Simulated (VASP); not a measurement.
Bi:

```
CELL_PARAMETERS angstrom
0.00000 2.53482 2.53482
2.53482 0.00000 2.53482
2.53482 2.53482 0.00000
ATOMIC_POSITIONS crystal
Bi 0.00000 0.00000 0.00000
```

This isn't the form of Bi at room conditions, which is rhombohedral.

Base run:

* Program: VASP 6.6.1
* Functional: r2SCAN
* Potentials or basis: VASP PAW PBE potentials, release 64 (Bi_d)
* Cutoff: 550 eV
* k mesh: 6 × 6 × 6
* Occupations: gaussian, width 0.1888 eV
* Spin: no spin polarisation

Its results: band gap on the k mesh zero (an odd number of electrons rules out a gap without spin polarisation); pressure -2.3 GPa.

The run is repeated on the same cell with these changes: functional from r2SCAN to revPBE; cutoff from 550 eV to 500 eV. What comes out?

Band gap on the k mesh zero (an odd number of electrons rules out a gap without spin polarisation); pressure -0.6 GPa.

Caveats: the PAW data sets were made with another functional, which shifts forces and pressure a little; spin-orbit coupling is left out, which moves the levels of the heavy elements.
